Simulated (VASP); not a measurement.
# PbS (Galena): single point with PBEsol

The system is PbS (Galena).

```
CELL_PARAMETERS angstrom
0.00000 2.92567 2.92567
2.92567 0.00000 2.92567
2.92567 2.92567 0.00000
ATOMIC_POSITIONS crystal
Pb 0.00000 0.00000 0.00000
S 0.50000 0.50000 0.50000
```

| Quantity | Value |
| --- | --- |
| Program | VASP 6.6.1 |
| Task | single point |
| Functional | PBEsol |
| Potentials or basis | VASP PAW PBE potentials, release 64 (Pb_d, S) |
| Cutoff | 520 eV |
| k mesh | 6 × 6 × 6 |
| Occupations | gaussian, width 0.01 eV |
| Spin | no spin polarisation |
| Dipole correction | no |
| Further INCAR settings | ALGO = Normal; EDIFF = 1e-07; NBANDS = 17 |

| Quantity | Value |
| --- | --- |
| Pressure | 1.6 GPa |
| Band gap on the k mesh | 0.10 eV, direct |

Levels at points of the mesh, in eV from the valence-band top:
```tsv
k point	band 7	band 8	band 9	band 10	band 11	band 12	band 13	band 14
(0.00, 0.00, 0.00)	-6.03	-2.43	-2.43	-2.43	5.23	5.23	5.23	6.49
(0.50, 0.00, 0.00)	-9.20	-2.00	-2.00	0.00	0.10	1.75	1.75	8.49
(0.50, 0.50, 0.00)	-7.35	-5.67	-3.79	-3.79	3.49	5.61	5.75	5.75
```

Run time: 5.5 s on 1 thread of Intel(R) Xeon(R) 6975P-C (Granite Rapids), on a shared host, peak memory 0.17 GiB.

Caveat: the PAW data sets were made with another functional, which shifts forces and pressure a little; spin-orbit coupling is left out, which moves the levels of the heavy elements. A k mesh can miss the band edges.
